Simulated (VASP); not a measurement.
A run of VASP 6.6.1:

Contents of INCAR:

```
SYSTEM = SrC2
  PREC = Accurate
  ENCUT = 600
  EDIFF = 1E-6
  ISMEAR = 0
  SIGMA = 0.01
  LREAL = .FALSE.
  LASPH = .TRUE.
  NELM = 120
  ALGO = Normal
  ISIF = 2
  LWAVE = .FALSE.
  LCHARG = .TRUE.
  GGA = PS
  LELF = .TRUE.
  LVHAR = .TRUE.
  NBANDS = 16
  GGA_COMPAT = .FALSE.
```

Contents of KPOINTS:

```
regular mesh
0
G
  3 3 3
  0 0 0
```

The input POSCAR:

```
SrC2
1.0
    2.5173000000      1.4534000000      2.3067000000
   -2.5173000000      1.4534000000      2.3067000000
    0.0000000000     -2.9068000000      2.3067000000
Sr C
1 2
Direct
    0.0000000000      0.0000000000      0.0000000000
    0.5916000000      0.5916000000      0.5916000000
    0.4084000000      0.4084000000      0.4084000000
```

Potentials or basis: VASP PAW PBE potentials, release 64 (Sr_sv, C).

Command:

```bash
$ cat potpaw_PBE.64/Sr_sv/POTCAR potpaw_PBE.64/C/POTCAR > POTCAR
$ mpirun -np 1 vasp_std > vasp.out
```

Hardware: 1 thread of Intel Xeon 8259CL, on a shared host.

Q: Estimate the wall time of this run.

A: It took 18 s on 1 thread of Intel Xeon 8259CL, with other jobs on the host, peak memory 0.17 GiB. Counts: scf iterations 15, k points 10.
